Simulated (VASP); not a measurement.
# Zn (Pm-3n) in VASP: notebook

Runs on Zn. Level: BLYP. Tasks: single point, relaxation of cell and atoms.

Program: VASP 6.6.1. These are calculated values, not measurements. Logs are shortened: lines on timing, memory, paths and dates and some standing lists are left out, and cuts for length are marked.

## 1. The cell of the first run

It takes space group Pm-3n (No. 223, cubic). Conventional cell: a = 5.148 Å, b = 5.148 Å, c = 5.148 Å, α = 90.00°, β = 90.00°, γ = 90.00°. Zn (site symmetry m-3) has 12 Zn at 2.88 Å within 3.8 Å. Zn (site symmetry -4m2) has 14 Zn at 2.57 to 3.15 Å within 3.4 Å.

## 2. Single point, BLYP

Input file INCAR:

```
SYSTEM = Zn
PREC = Accurate ; ENCUT = 520
EDIFF = 1E-6 ; ISMEAR = -1
SIGMA = 0.1 ; LREAL = .False.
LASPH = .True. ; NELM = 60
ALGO = Normal ; ISIF = 2
LWAVE = .False. ; LCHARG = .False.
GGA = B5 ; ALDAX = 1.0
AGGAX = 1.0 ; AGGAC = 1.0
ALDAC = 0.0 ; NBANDS = 58
```

Input file KPOINTS:

```
Automatic mesh
0
Gamma
  5 5 5
  0 0 0
```

Input file POSCAR:

```
Zn
1.0
    5.1478559102      0.0000000000      0.0000000000
    0.0000000000      5.1478559102      0.0000000000
    0.0000000000      0.0000000000      5.1478559102
Zn
8
Direct
    1.0000000000      0.0000000000      1.0000000000
    0.5000000000      0.5000000000      0.5000000000
    0.2500000000      1.0000000000      0.5000000000
    0.7500000000      1.0000000000      0.5000000000
    0.5000000000      0.2500000000      1.0000000000
    0.5000000000      0.7500000000      1.0000000000
    0.0000000000      0.5000000000      0.2500000000
    0.0000000000      0.5000000000      0.7500000000
```

Potentials or basis: VASP PAW PBE potentials, release 64 (Zn).

On the command line:

```console
> cat potpaw_PBE.64/Zn/POTCAR > POTCAR
> mpirun -np 1 vasp_std > vasp.out
```

OUTCAR:

```text
SYSTEM = Zn
   PREC = Accurate
   ENCUT = 520
   EDIFF = 1E-6
   ISMEAR = -1
   LREAL = .False.
   LASPH = .True.
   NELM = 60
   ISIF = 2
   GGA = B5

 ion  position               nearest neighbor table
   1  0.000  0.000  0.000-   3 2.88   4 2.88   5 2.88   6 2.88   7 2.88   8 2.88   3 2.88   4 2.88
                             7 2.88   8 2.88   5 2.88   6 2.88
   2  0.500  0.500  0.500-   3 2.88   4 2.88   5 2.88   6 2.88   7 2.88   8 2.88   5 2.88   6 2.88
                             3 2.88   4 2.88   7 2.88   8 2.88
   3  0.250  0.000  0.500-   4 2.57   4 2.57   1 2.88   1 2.88   2 2.88   2 2.88
   4  0.750  0.000  0.500-   3 2.57   3 2.57   1 2.88   1 2.88   2 2.88   2 2.88
   5  0.500  0.250  0.000-   6 2.57   6 2.57   1 2.88   2 2.88   2 2.88   1 2.88
   6  0.500  0.750  0.000-   5 2.57   5 2.57   1 2.88   2 2.88   2 2.88   1 2.88
   7  0.000  0.500  0.250-   8 2.57   8 2.57   1 2.88   2 2.88   1 2.88   2 2.88
   8  0.000  0.500  0.750-   7 2.57   7 2.57   1 2.88   2 2.88   1 2.88   2 2.88

  LATTYP: Found a simple cubic cell.
 ALAT       =     5.1478559102

  Lattice vectors:

 A1 = (   5.1478559102,   0.0000000000,   0.0000000000)
 A2 = (   0.0000000000,   5.1478559102,   0.0000000000)
 A3 = (   0.0000000000,   0.0000000000,   5.1478559102)

Analysis of symmetry for initial positions (statically):
=====================================================================
 Subroutine PRICEL returns:
 Original cell was already a primitive cell.

 Routine SETGRP: Setting up the symmetry group for a
 simple cubic supercell.

 Subroutine GETGRP returns: Found 48 space group operations
 (whereof 24 operations were pure point group operations)
 out of a pool of 48 trial point group operations.

The static configuration has the point symmetry T_h .
 The point group associated with its full space group is O_h .

Analysis of symmetry for dynamics (positions and initial velocities):
=====================================================================
 Subroutine PRICEL returns:
 Original cell was already a primitive cell.

 Routine SETGRP: Setting up the symmetry group for a
 simple cubic supercell.

 Subroutine GETGRP returns: Found 48 space group operations
 (whereof 24 operations were pure point group operations)
 out of a pool of 48 trial point group operations.

The dynamic configuration has the point symmetry T_h .
 The point group associated with its full space group is O_h .

 Subroutine INISYM returns: Found 48 space group operations
 (whereof 24 operations are pure point group operations),
 and found     1 'primitive' translations

----------------------------------------------------------------------------------------

                                     Primitive cell

  volume of cell :     136.4203

  direct lattice vectors                    reciprocal lattice vectors
     5.147855910  0.000000000  0.000000000     0.194255631  0.000000000  0.000000000
     0.000000000  5.147855910  0.000000000     0.000000000  0.194255631  0.000000000
     0.000000000  0.000000000  5.147855910     0.000000000  0.000000000  0.194255631

  length of vectors
     5.147855910  5.147855910  5.147855910     0.194255631  0.194255631  0.194255631

  position of ions in fractional coordinates (direct lattice)
     0.000000000  0.000000000  0.000000000
     0.500000000  0.500000000  0.500000000
     0.250000000  0.000000000  0.500000000
     0.750000000  0.000000000  0.500000000
     0.500000000  0.250000000  0.000000000
     0.500000000  0.750000000  0.000000000
     0.000000000  0.500000000  0.250000000
     0.000000000  0.500000000  0.750000000

  ion indices of the primitive-cell ions
   primitive index   ion index
                 1           1
                 2           2
                 3           3
                 4           4
                 5           5
                 6           6
                 7           7
                 8           8

----------------------------------------------------------------------------------------

 KPOINTS: Automatic mesh

Automatic generation of k-mesh.
 Grid dimensions read from file:
 generate k-points for:    5    5    5

 Generating k-lattice:

  Cartesian coordinates                     Fractional coordinates (reciprocal lattice)
     0.038851126  0.000000000  0.000000000     0.200000000  0.000000000  0.000000000
     0.000000000  0.038851126  0.000000000     0.000000000  0.200000000  0.000000000
     0.000000000  0.000000000  0.038851126     0.000000000  0.000000000  0.200000000

  Length of vectors
     0.038851126  0.038851126  0.038851126

  Shift w.r.t. Gamma in fractional coordinates (k-lattice)
     0.000000000  0.000000000  0.000000000

 Subroutine IBZKPT returns following result:
 ===========================================

 Found     10 irreducible k-points:

 Following reciprocal coordinates:
            Coordinates               Weight
  0.000000  0.000000  0.000000      1.000000
  0.200000  0.000000  0.000000      6.000000
  0.400000  0.000000  0.000000      6.000000
  0.200000  0.200000  0.000000     12.000000
  0.400000  0.200000  0.000000     24.000000
  0.400000  0.400000  0.000000     12.000000
  0.200000  0.200000  0.200000      8.000000
  0.400000  0.200000  0.200000     24.000000
  0.400000  0.400000  0.200000     24.000000
  0.400000  0.400000  0.400000      8.000000
   k-points           NKPTS =     10   k-points in BZ     NKDIM =     10   number of bands    NBANDS=     58
   number of dos      NEDOS =    301   number of ions     NIONS =      8
   total plane-waves  NPLWV =  64000
   dimension x,y,z NGX =    40 NGY =   40 NGZ =   40
   dimension x,y,z NGXF=    80 NGYF=   80 NGZF=   80
   ions per type =               8
   NGX,Y,Z   is equivalent  to a cutoff of  12.92, 12.92, 12.92 a.u.
   NGXF,Y,Z  is equivalent  to a cutoff of  25.84, 25.84, 25.84 a.u.
 SYSTEM =  Zn
   PREC   = accura    normal or accurate (medium, high low for compatibility)
   ISTART =      0    job   : 0-new  1-cont  2-samecut
   ICHARG =      2    charge: 1-file 2-atom 10-const
   ISPIN  =      1    spin polarized calculation?
   LNONCOLLINEAR =      F non collinear calculations
   LSORBIT =      F    spin-orbit coupling
   LASPH  =      T    aspherical Exc in radial PAW
   ENCUT  =  520.0 eV  38.22 Ry    6.18 a.u.   9.57  9.57  9.57*2*pi/ulx,y,z
   NELM   =     60;   NELMIN=  2; NELMDL= -5     # of ELM steps
   EDIFF  = 0.1E-05   stopping-criterion for ELM
   LREAL  =      F    real-space projection
   EDIFFG = 0.1E-04   stopping-criterion for IOM
   NSW    =      0    number of steps for IOM
   IBRION =     -1    ionic relax: 0-MD 1-quasi-New 2-CG
   NFREE  =      0    steps in history (QN), initial steepest desc. (CG)
   ISIF   =      2    stress and relaxation
   ISYM   =      2    0-nonsym 1-usesym 2-fastsym
   POTIM  = 0.5000    time-step for ionic-motion
   TEBEG  =    0.0;   TEEND  =   0.0 temperature during run
   PSTRESS=    0.0 pullay stress
   NELECT =      96.0000    total number of electrons
   NUPDOWN=      -1.0000    fix difference up-down
   EMIN   =  10.00;   EMAX   =-10.00  energy-range for DOS
   EFERMI =   0.00;   METHOD = LEGACY
   ISMEAR =    -1;   SIGMA  =   0.10  broadening in eV -4-tet -1-fermi 0-gaus
   EFERMI_NEDOS =   21; number of points for ismear=-14 and -15
   IALGO  =     38    algorithm
   IMIX   =      4    mixing-type and parameters
     AMIX     =   0.40;   BMIX     =  1.00
     AMIX_MAG =   1.60;   BMIX_MAG =  1.00
  volume/ion in A,a.u.               =      17.05       115.08
  Fermi-wavevector in a.u.,A,eV,Ry     =   1.456148  2.751721 28.849346  2.120367
  Thomas-Fermi vector in A             =   2.573100
   LORBIT       =      0    0 simple, 1 ext, 2 COOP (PROOUT), +10 PAW based schemes
   GGA     = B5    functional components
   LHFCALC =     F    Hartree Fock is set to
   AEXX    =    0.0000 exact exchange contribution
   IVDW    =     0    specifies the selected vdW correction
   LEPSILON=     F    determine dielectric tensor
   LRPA    =     F    only Hartree local field effects (RPA)
 non-spin polarized calculation
  energy-cutoff  :      520.00
  volume of cell :      136.42
 maximum number of plane-waves:      3743
 NGX is ok and might be reduce to    40
   NGX = 19   NGY = 19   NGZ = 19

 number of electron      95.9999763 magnetization

 Free energy of the ion-electron system (eV)
  ---------------------------------------------------
  ext. energy  EPLUGINS =         0.00000000
  ---------------------------------------------------
  free energy    TOTEN  =        -2.63995213 eV

  energy without entropy =       -2.52907139  energy(sigma->0) =       -2.58451176

 E-fermi :   2.7609     XC(G=0): -10.4209

 val. band max:        2.7168821788   @ k =   0.4000   0.4000   0.0000
 cond. band min:       2.7638163265   @ k =   0.2000   0.2000   0.2000
 fundamental gap:      0.0469341477
 Fermi energy:         2.7608509932

 k-point     1 :       0.0000    0.0000    0.0000
  band No.  band energies     occupation
      1      -6.7049      2.00000
      2      -5.4555      2.00000
      3      -5.4555      2.00000
      4      -5.2011      2.00000
      5      -5.1038      2.00000
      6      -5.1038      2.00000
[... 50 lines left out ...]
     57       6.4676      0.00000
     58       6.4676      0.00000

 k-point     2 :       0.2000    0.0000    0.0000
  band No.  band energies     occupation
      1      -6.4778      2.00000
      2      -5.4628      2.00000
      3      -5.3809      2.00000
      4      -5.1987      2.00000
      5      -5.1695      2.00000
      6      -5.0884      2.00000
[... 50 lines left out ...]
     57       7.5501      0.00000
     58       8.2522      0.00000

 k-point     3 :       0.4000    0.0000    0.0000
  band No.  band energies     occupation
      1      -5.8762      2.00000
      2      -5.4928      2.00000
      3      -5.2955      2.00000
      4      -5.2507      2.00000
      5      -5.1426      2.00000
      6      -5.0611      2.00000
[... 50 lines left out ...]
     57       7.7252      0.00000
     58       7.7252      0.00000

 k-point     4 :       0.2000    0.2000    0.0000
  band No.  band energies     occupation
      1      -6.2551      2.00000
      2      -5.4264      2.00000
      3      -5.3370      2.00000
      4      -5.1997      2.00000
      5      -5.1557      2.00000
      6      -5.1222      2.00000
[... 50 lines left out ...]
     57       7.8526      0.00000
     58       7.8828      0.00000

 k-point     5 :       0.4000    0.2000    0.0000
  band No.  band energies     occupation
      1      -5.6927      2.00000
      2      -5.4168      2.00000
      3      -5.2531      2.00000
      4      -5.2092      2.00000
      5      -5.1415      2.00000
      6      -5.1079      2.00000
[... 50 lines left out ...]
     57       8.9351      0.00000
     58       9.0147      0.00000

 k-point     6 :       0.4000    0.4000    0.0000
  band No.  band energies     occupation
      1      -5.4393      2.00000
      2      -5.2279      2.00000
      3      -5.2082      2.00000
      4      -5.1583      2.00000
      5      -5.1533      2.00000
      6      -5.1245      2.00000
[... 50 lines left out ...]
     57       9.6544      0.00000
     58       9.6607      0.00000

 k-point     7 :       0.2000    0.2000    0.2000
  band No.  band energies     occupation
      1      -6.0375      2.00000
      2      -5.3381      2.00000
      3      -5.3381      2.00000
      4      -5.1948      2.00000
      5      -5.1244      2.00000
      6      -5.1106      2.00000
[... 50 lines left out ...]
     57       6.5160      0.00000
     58       9.3187      0.00000

 k-point     8 :       0.4000    0.2000    0.2000
  band No.  band energies     occupation
      1      -5.5152      2.00000
      2      -5.3391      2.00000
      3      -5.2077      2.00000
      4      -5.1890      2.00000
      5      -5.1298      2.00000
      6      -5.0984      2.00000
[... 50 lines left out ...]
     57       8.0259      0.00000
     58       9.1247      0.00000

 k-point     9 :       0.4000    0.4000    0.2000
  band No.  band energies     occupation
      1      -5.2944      2.00000
      2      -5.1816      2.00000
      3      -5.1707      2.00000
      4      -5.1435      2.00000
      5      -5.1049      2.00000
      6      -5.0776      2.00000
[... 50 lines left out ...]
     57       9.6402      0.00000
     58       9.8444      0.00000

 k-point    10 :       0.4000    0.4000    0.4000
  band No.  band energies     occupation
      1      -5.1141      2.00000
      2      -5.1141      2.00000
      3      -5.0855      2.00000
      4      -5.0855      2.00000
      5      -5.0809      2.00000
      6      -5.0673      2.00000
[... 50 lines left out ...]
     57       8.3837      0.00000
     58       9.4544      0.00000

------------------------ aborting loop because EDIFF is reached ----------------------------------------

  FORCE on cell =-STRESS in cart. coord.  units (eV):
  Direction    XX          YY          ZZ          XY          YZ          ZX
  --------------------------------------------------------------------------------------
  -------------------------------------------------------------------------------------
  Total        0.1973216      0.1973216      0.1973216      0.0000000     -0.0000000     -0.0000000
  in kB        2.3174274      2.3174274      2.3174274      0.0000000     -0.0000000     -0.0000000
  external PRESSURE =       2.3174274 kB  Pullay stress =       0.0000000 kB

 VOLUME and BASIS-vectors are now :
 -----------------------------------------------------------------------------
  energy-cutoff  :      520.00
  volume of cell :      136.42
      direct lattice vectors                 reciprocal lattice vectors
     5.147855910  0.000000000  0.000000000     0.194255631  0.000000000  0.000000000
     0.000000000  5.147855910  0.000000000     0.000000000  0.194255631  0.000000000
     0.000000000  0.000000000  5.147855910     0.000000000  0.000000000  0.194255631

 POSITION                                       TOTAL-FORCE (eV/Angst)
 -----------------------------------------------------------------------------------
      0.00000      0.00000      0.00000         0.000000      0.000000     -0.000000
      2.57393      2.57393      2.57393         0.000000      0.000000     -0.000000
      1.28696      0.00000      2.57393        -0.000000     -0.000000      0.000000
      3.86089      0.00000      2.57393         0.000000      0.000000      0.000000
      2.57393      1.28696      0.00000        -0.000000      0.000000      0.000000
      2.57393      3.86089      0.00000         0.000000      0.000000     -0.000000
      0.00000      2.57393      1.28696         0.000000     -0.000000      0.000000
      0.00000      2.57393      3.86089         0.000000     -0.000000     -0.000000
 -----------------------------------------------------------------------------------
    total drift:                               -0.000000     -0.000000     -0.000000

  FREE ENERGIE OF THE ION-ELECTRON SYSTEM (eV)
  ---------------------------------------------------
  free  energy   TOTEN  =        -2.6399521284 eV

  energy  without entropy=       -2.5290713949  energy(sigma->0) =       -2.58451176
```

It took 72 s on 1 thread of Intel Xeon 6975P-C (Granite Rapids), shared host; peak memory 0.25 GiB.

What came out:

- Free energy: -2.6400 eV
- Pressure: 0.2 GPa
- Band gap on the k mesh: zero (band 48 reaches 4.30 eV, above the bottom of band 49 at 2.15 eV)

Caveat: the PAW data sets were made with another functional, which shifts forces and pressure a little.

(Continued in part 2 of 2.)
